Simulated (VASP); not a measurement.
# La4H (Pm-3m) in VASP: a series of runs

Runs on La4H. Level: PBE. Tasks: single point, relaxation of cell and atoms.

All numbers are computed with VASP 6.6.1; they aren't measurements. Logs are shortened: lines on timing, memory, paths and dates and some standing lists are left out, and cuts for length are marked.

## (1) The cell of the first run

The structure is cubic, space group Pm-3m (No. 221). Conventional cell: a = 5.949 Å, b = 5.949 Å, c = 5.949 Å, α = 90.00°, β = 90.00°, γ = 90.00°. Within 3.9 Å of La (site symmetry m-3m) lie 6 La at 2.97 Å. La (site symmetry 4/mmm) has 2 La at 2.97 Å within 3.9 Å. Within 5.5 Å of H (site symmetry m-3m) lie 20 La at 4.21 to 5.15 Å.

The cell was generated, and may not be a known phase.

## (2) Single point, PBE

Contents of INCAR:

```
PREC = Accurate
ENCUT = 520
EDIFF = 1E-6
ISMEAR = 0
SIGMA = 0.1
LREAL = False
LASPH = True
NELM = 80
ALGO = Normal
ISIF = 2
LWAVE = False
LCHARG = False
GGA = PE
NBANDS = 30
```

Contents of KPOINTS:

```
regular mesh
0
Gamma
  4 4 4
```

Contents of POSCAR:

```
La4H
1.0
    5.9485410056      0.0000000000      0.0000000000
    0.0000000000      5.9485410056      0.0000000000
    0.0000000000      0.0000000000      5.9485410056
La H
4 1
Direct
    0.5000000000      0.5000000000      0.5000000000
    0.0000000000      0.5000000000      0.5000000000
    0.5000000000      0.0000000000      0.5000000000
    0.5000000000      0.5000000000      0.0000000000
    0.0000000000      0.0000000000      0.0000000000
```

Potentials or basis: VASP PAW PBE potentials, release 64 (La, H).

Command:

```console
> cat potpaw_PBE.64/La/POTCAR potpaw_PBE.64/H/POTCAR > POTCAR
> mpirun -np 1 vasp_std > vasp.out
```

OUTCAR:

```text
PREC = Accurate
   ENCUT = 520
   EDIFF = 1E-6
   ISMEAR = 0
   LREAL = False
   LASPH = True
   NELM = 80
   ISIF = 2
   GGA = PE

 ion  position               nearest neighbor table
   1  0.500  0.500  0.500-   2 2.97   3 2.97   4 2.97   4 2.97   3 2.97   2 2.97
   2  0.000  0.500  0.500-   1 2.97   1 2.97
   3  0.500  0.000  0.500-   1 2.97   1 2.97
   4  0.500  0.500  0.000-   1 2.97   1 2.97
   5  0.000  0.000  0.000-

  LATTYP: Found a simple cubic cell.
 ALAT       =     5.9485410056

  Lattice vectors:

 A1 = (   5.9485410056,   0.0000000000,   0.0000000000)
 A2 = (   0.0000000000,   5.9485410056,   0.0000000000)
 A3 = (   0.0000000000,   0.0000000000,   5.9485410056)

Analysis of symmetry for initial positions (statically):
=====================================================================
 Subroutine PRICEL returns:
 Original cell was already a primitive cell.

 Routine SETGRP: Setting up the symmetry group for a
 simple cubic supercell.

 Subroutine GETGRP returns: Found 48 space group operations
 (whereof 48 operations were pure point group operations)
 out of a pool of 48 trial point group operations.

The static configuration has the point symmetry O_h .

Analysis of symmetry for dynamics (positions and initial velocities):
=====================================================================
 Subroutine PRICEL returns:
 Original cell was already a primitive cell.

 Routine SETGRP: Setting up the symmetry group for a
 simple cubic supercell.

 Subroutine GETGRP returns: Found 48 space group operations
 (whereof 48 operations were pure point group operations)
 out of a pool of 48 trial point group operations.

The dynamic configuration has the point symmetry O_h .

 Subroutine INISYM returns: Found 48 space group operations
 (whereof 48 operations are pure point group operations),
 and found     1 'primitive' translations

----------------------------------------------------------------------------------------

                                     Primitive cell

  volume of cell :     210.4900

  direct lattice vectors                    reciprocal lattice vectors
     5.948541006  0.000000000  0.000000000     0.168108449  0.000000000  0.000000000
     0.000000000  5.948541006  0.000000000     0.000000000  0.168108449  0.000000000
     0.000000000  0.000000000  5.948541006     0.000000000  0.000000000  0.168108449

  length of vectors
     5.948541006  5.948541006  5.948541006     0.168108449  0.168108449  0.168108449

  position of ions in fractional coordinates (direct lattice)
     0.500000000  0.500000000  0.500000000
     0.000000000  0.500000000  0.500000000
     0.500000000  0.000000000  0.500000000
     0.500000000  0.500000000  0.000000000
     0.000000000  0.000000000  0.000000000

  ion indices of the primitive-cell ions
   primitive index   ion index
                 1           1
                 2           2
                 3           3
                 4           4
                 5           5

----------------------------------------------------------------------------------------

 KPOINTS: regular mesh

Automatic generation of k-mesh.
 Grid dimensions read from file:
 generate k-points for:    4    4    4

 Generating k-lattice:

  Cartesian coordinates                     Fractional coordinates (reciprocal lattice)
     0.042027112  0.000000000  0.000000000     0.250000000  0.000000000  0.000000000
     0.000000000  0.042027112  0.000000000     0.000000000  0.250000000  0.000000000
     0.000000000  0.000000000  0.042027112     0.000000000  0.000000000  0.250000000

  Length of vectors
     0.042027112  0.042027112  0.042027112

  Shift w.r.t. Gamma in fractional coordinates (k-lattice)
     0.000000000  0.000000000  0.000000000

 Subroutine IBZKPT returns following result:
 ===========================================

 Found     10 irreducible k-points:

 Following reciprocal coordinates:
            Coordinates               Weight
  0.000000  0.000000  0.000000      1.000000
  0.250000  0.000000  0.000000      6.000000
  0.500000  0.000000  0.000000      3.000000
  0.250000  0.250000  0.000000     12.000000
  0.500000  0.250000  0.000000     12.000000
  0.500000  0.500000  0.000000      3.000000
  0.250000  0.250000  0.250000      8.000000
  0.500000  0.250000  0.250000     12.000000
  0.500000  0.500000  0.250000      6.000000
  0.500000  0.500000  0.500000      1.000000
   k-points           NKPTS =     10   k-points in BZ     NKDIM =     10   number of bands    NBANDS=     30
   number of dos      NEDOS =    301   number of ions     NIONS =      5
   total plane-waves  NPLWV = 110592
   dimension x,y,z NGX =    48 NGY =   48 NGZ =   48
   dimension x,y,z NGXF=    96 NGYF=   96 NGZF=   96
   ions per type =               4   1
   NGX,Y,Z   is equivalent  to a cutoff of  13.41, 13.41, 13.41 a.u.
   NGXF,Y,Z  is equivalent  to a cutoff of  26.83, 26.83, 26.83 a.u.
 SYSTEM =  unknown system
   PREC   = accura    normal or accurate (medium, high low for compatibility)
   ISTART =      0    job   : 0-new  1-cont  2-samecut
   ICHARG =      2    charge: 1-file 2-atom 10-const
   ISPIN  =      1    spin polarized calculation?
   LNONCOLLINEAR =      F non collinear calculations
   LSORBIT =      F    spin-orbit coupling
   LASPH  =      T    aspherical Exc in radial PAW
   ENCUT  =  520.0 eV  38.22 Ry    6.18 a.u.  11.06 11.06 11.06*2*pi/ulx,y,z
   NELM   =     80;   NELMIN=  2; NELMDL= -5     # of ELM steps
   EDIFF  = 0.1E-05   stopping-criterion for ELM
   LREAL  =      F    real-space projection
[... 7 lines left out ...]
   TEBEG  =    0.0;   TEEND  =   0.0 temperature during run
   PSTRESS=    0.0 pullay stress
   NELECT =      45.0000    total number of electrons
   NUPDOWN=      -1.0000    fix difference up-down
   EMIN   =  10.00;   EMAX   =-10.00  energy-range for DOS
   EFERMI =   0.00;   METHOD = LEGACY
   ISMEAR =     0;   SIGMA  =   0.10  broadening in eV -4-tet -1-fermi 0-gaus
   EFERMI_NEDOS =   21; number of points for ismear=-14 and -15
   IALGO  =     38    algorithm
   IMIX   =      4    mixing-type and parameters
     AMIX     =   0.40;   BMIX     =  1.00
     AMIX_MAG =   1.60;   BMIX_MAG =  1.00
  volume/ion in A,a.u.               =      42.10       284.09
  Fermi-wavevector in a.u.,A,eV,Ry     =   0.978893  1.849839 13.037530  0.958231
  Thomas-Fermi vector in A             =   2.109704
   LORBIT       =      0    0 simple, 1 ext, 2 COOP (PROOUT), +10 PAW based schemes
   GGA     = PE    functional components
   LHFCALC =     F    Hartree Fock is set to
   AEXX    =    0.0000 exact exchange contribution
   IVDW    =     0    specifies the selected vdW correction
   LEPSILON=     F    determine dielectric tensor
   LRPA    =     F    only Hartree local field effects (RPA)
 non-spin polarized calculation
 Gauss-broadening in eV      SIGMA  =   0.10
  energy-cutoff  :      520.00
  volume of cell :      210.49
 maximum number of plane-waves:      5702
 NGX is ok and might be reduce to    48
   NGX = 23   NGY = 23   NGZ = 23

 number of electron      44.9999997 magnetization

 Free energy of the ion-electron system (eV)
  ---------------------------------------------------
  ext. energy  EPLUGINS =         0.00000000
  ---------------------------------------------------
  free energy    TOTEN  =       -17.66845513 eV

  energy without entropy =      -17.63065668  energy(sigma->0) =      -17.64955590

 E-fermi :   4.6492     XC(G=0):  -7.9585

 val. band max:        4.6340475943   @ k =   0.5000   0.5000   0.2500
 cond. band min:       4.6970243203   @ k =   0.2500   0.0000   0.0000
 fundamental gap:      0.0629767260
 Fermi energy:         4.6492316393

 k-point     1 :       0.0000    0.0000    0.0000
  band No.  band energies     occupation
      1     -28.8796      2.00000
      2     -28.6240      2.00000
      3     -28.6240      2.00000
      4     -27.2079      2.00000
      5     -13.8976      2.00000
      6     -13.8976      2.00000
[... 22 lines left out ...]
     29       5.8790      0.00000
     30       5.9143      0.00000

 k-point     2 :       0.2500    0.0000    0.0000
  band No.  band energies     occupation
      1     -28.8456      2.00000
      2     -28.6340      2.00000
      3     -28.6240      2.00000
      4     -27.2502      2.00000
      5     -13.8827      2.00000
      6     -13.8827      2.00000
[... 22 lines left out ...]
     29       5.7479      0.00000
     30       5.8851      0.00000

 k-point     3 :       0.5000    0.0000    0.0000
  band No.  band energies     occupation
      1     -28.8052      2.00000
      2     -28.6493      2.00000
      3     -28.6239      2.00000
      4     -27.2935      2.00000
      5     -13.8675      2.00000
      6     -13.8675      2.00000
[... 22 lines left out ...]
     29       5.8756      0.00000
     30       5.8801      0.00000

 k-point     4 :       0.2500    0.2500    0.0000
  band No.  band energies     occupation
      1     -28.8107      2.00000
      2     -28.6366      2.00000
      3     -28.6301      2.00000
      4     -27.2946      2.00000
      5     -13.8678      2.00000
      6     -13.4468      2.00000
[... 22 lines left out ...]
     29       5.5634      0.00000
     30       5.7669      0.00000

 k-point     5 :       0.5000    0.2500    0.0000
  band No.  band energies     occupation
      1     -28.7686      2.00000
      2     -28.6492      2.00000
      3     -28.6321      2.00000
      4     -27.3402      2.00000
      5     -13.8524      2.00000
      6     -13.4273      2.00000
[... 22 lines left out ...]
     29       5.7000      0.00000
     30       5.8127      0.00000

 k-point     6 :       0.5000    0.5000    0.0000
  band No.  band energies     occupation
      1     -28.7214      2.00000
      2     -28.6492      2.00000
      3     -28.6492      2.00000
      4     -27.3884      2.00000
      5     -13.8369      2.00000
      6     -12.5594      2.00000
[... 22 lines left out ...]
     29       5.7440      0.00000
     30       5.7909      0.00000

 k-point     7 :       0.2500    0.2500    0.2500
  band No.  band energies     occupation
      1     -28.7757      2.00000
      2     -28.6366      2.00000
      3     -28.6366      2.00000
      4     -27.3414      2.00000
      5     -13.4301      2.00000
      6     -13.4268      2.00000
[... 22 lines left out ...]
     29       5.5709      0.00000
     30       5.6223      0.00000

 k-point     8 :       0.5000    0.2500    0.2500
  band No.  band energies     occupation
      1     -28.7328      2.00000
      2     -28.6492      2.00000
      3     -28.6365      2.00000
      4     -27.3897      2.00000
      5     -13.4104      2.00000
      6     -13.4081      2.00000
[... 22 lines left out ...]
     29       5.5106      0.00000
     30       5.7855      0.00000

 k-point     9 :       0.5000    0.5000    0.2500
  band No.  band energies     occupation
      1     -28.6867      2.00000
      2     -28.6491      2.00000
      3     -28.6491      2.00000
      4     -27.4414      2.00000
      5     -13.3905      2.00000
      6     -12.5592      2.00000
[... 22 lines left out ...]
     29       5.7895      0.00000
     30       5.9784      0.00000

 k-point    10 :       0.5000    0.5000    0.5000
  band No.  band energies     occupation
      1     -28.6491      2.00000
      2     -28.6491      2.00000
      3     -28.6491      2.00000
      4     -27.4971      2.00000
      5     -12.5618      2.00000
      6     -12.5530      2.00000
[... 22 lines left out ...]
     29       5.7867      0.00000
     30       6.0624      0.00000

------------------------ aborting loop because EDIFF is reached ----------------------------------------

  FORCE on cell =-STRESS in cart. coord.  units (eV):
  Direction    XX          YY          ZZ          XY          YZ          ZX
  --------------------------------------------------------------------------------------
  -------------------------------------------------------------------------------------
  Total        0.2334653      0.2334653      0.2334653     -0.0000000     -0.0000000      0.0000000
  in kB        1.7770579      1.7770579      1.7770579     -0.0000000     -0.0000000      0.0000000
  external PRESSURE =       1.7770579 kB  Pullay stress =       0.0000000 kB

 VOLUME and BASIS-vectors are now :
 -----------------------------------------------------------------------------
  energy-cutoff  :      520.00
  volume of cell :      210.49
      direct lattice vectors                 reciprocal lattice vectors
     5.948541006  0.000000000  0.000000000     0.168108449  0.000000000  0.000000000
     0.000000000  5.948541006  0.000000000     0.000000000  0.168108449  0.000000000
     0.000000000  0.000000000  5.948541006     0.000000000  0.000000000  0.168108449

 POSITION                                       TOTAL-FORCE (eV/Angst)
 -----------------------------------------------------------------------------------
      2.97427      2.97427      2.97427         0.000000      0.000000      0.000000
      0.00000      2.97427      2.97427         0.000000      0.000000      0.000000
      2.97427      0.00000      2.97427         0.000000      0.000000      0.000000
      2.97427      2.97427      0.00000         0.000000      0.000000      0.000000
      0.00000      0.00000      0.00000         0.000000      0.000000      0.000000
 -----------------------------------------------------------------------------------
    total drift:                                0.000000     -0.000000     -0.000000

  FREE ENERGIE OF THE ION-ELECTRON SYSTEM (eV)
  ---------------------------------------------------
  free  energy   TOTEN  =       -17.6684551255 eV

  energy  without entropy=      -17.6306566796  energy(sigma->0) =      -17.64955590
```

It took 1.8 min on 1 thread of Intel Xeon Platinum 8375C at 2.90GHz (Ice Lake), shared host; peak memory 0.34 GiB.

Results:

```
Free energy            : -17.6685 eV
Pressure               : 0.2 GPa
Band gap on the k mesh : zero (an odd number of electrons rules out a gap without spin polarisation)
```

Caveat: spin-orbit coupling is left out, which moves the levels of the heavy elements.

## (3) Relaxation of cell and atoms, PBE

This run uses another cell than the first one, of 24.58 Å³/atom.

Contents of INCAR:

```
ALGO = Normal ; EDIFF = 1E-7
EDIFFG = -0.04 ; ENCUT = 600
GGA = PE ; IBRION = 2
ISIF = 3 ; ISMEAR = 0
LASPH = True ; LCHARG = False
LREAL = False ; LWAVE = False
NELM = 100 ; NSW = 90
PREC = Accurate ; SIGMA = 0.1
```

Contents of KPOINTS:

```
k-points
0
Gamma
  4 4 4
```

Edit POSCAR of step 2 so:

```diff
@@ -2,5 +2,5 @@
 1.0
-    5.9485410056      0.0000000000      0.0000000000
-    0.0000000000      5.9485410056      0.0000000000
-    0.0000000000      0.0000000000      5.9485410056
+    4.9721103000      0.0000000000      0.0000000000
+    0.0000000000      4.9721103000      0.0000000000
+    0.0000000000      0.0000000000      4.9721103000
 La H
```

Potentials or basis: VASP PAW PBE potentials, release 64 (La, H).

Command:

```console
> cat potpaw_PBE.64/La/POTCAR potpaw_PBE.64/H/POTCAR > POTCAR
> mpirun -np 1 vasp_std > vasp.out
```

Run time: 5.5 min. Hardware: 1 thread of Intel Xeon Platinum 8375C at 2.90GHz (Ice Lake), shared host; peak memory 0.27 GiB.

Results (log left out):

```
Free energy                           : -17.6513 eV
Relaxed volume                        : 42.72 Å³/atom
Relaxed cell                          : a = 5.978 Å, b = 5.978 Å, c = 5.978 Å, α = 90.00°, β = 90.00°, γ = 90.00°
Space group after relaxing (to 0.1 Å) : Pm-3m (No. 221)
Energy gained by relaxing             : 1195.4 meV/atom
Ionic steps                           : 4
Pressure after relaxing               : 0.0 GPa
Band gap on the k mesh                : zero (an odd number of electrons rules out a gap without spin polarisation)
```

The path:
```tsv
step	energy change (eV)	largest force (eV/Å)	pressure (GPa)	volume (Å³)
1	0.0000	0.0000	37.24	122.92
2	-5.6733	0.0000	-2.14	255.19
3	-5.9479	0.0000	0.86	201.37
4	-5.9769	0.0000	-0.05	213.62
```

Final structure:
```cif
data_structure
_symmetry_space_group_name_H-M 'P 1'
_symmetry_Int_Tables_number 1
_cell_length_a 5.9779
_cell_length_b 5.9779
_cell_length_c 5.9779
_cell_angle_alpha 90.000
_cell_angle_beta 90.000
_cell_angle_gamma 90.000
_cell_volume 213.62
loop_
_atom_site_label
_atom_site_type_symbol
_atom_site_fract_x
_atom_site_fract_y
_atom_site_fract_z
_atom_site_occupancy
La1 La 0.50000 0.50000 0.50000 1
La2 La 0.00000 0.50000 0.50000 1
La3 La 0.50000 0.00000 0.50000 1
La4 La 0.50000 0.50000 0.00000 1
H1 H 0.00000 0.00000 0.00000 1
```

Levels at points of the mesh, in eV from the Fermi level:
| k point | band 21 | band 22 | band 23 | band 24 | band 25 | band 26 |
| --- | --- | --- | --- | --- | --- | --- |
| (0.00, 0.00, 0.00) | -0.90 | -0.90 | -0.53 | -0.08 | -0.08 | 1.03 |
| (0.50, 0.00, 0.00) | -1.22 | -0.80 | -0.03 | 0.34 | 0.34 | 0.58 |
| (0.50, 0.50, 0.00) | -0.46 | -0.46 | 0.06 | 0.09 | 0.34 | 0.43 |
| (0.50, 0.50, 0.50) | -0.04 | -0.04 | -0.04 | 0.38 | 0.38 | 0.38 |

Caveat: the volume moved by over 15 % at a fixed basis, so the end points are rough; spin-orbit coupling is left out, which moves the levels of the heavy elements.

The gap in the log of VASP goes by the Fermi energy; the results here count the filled bands.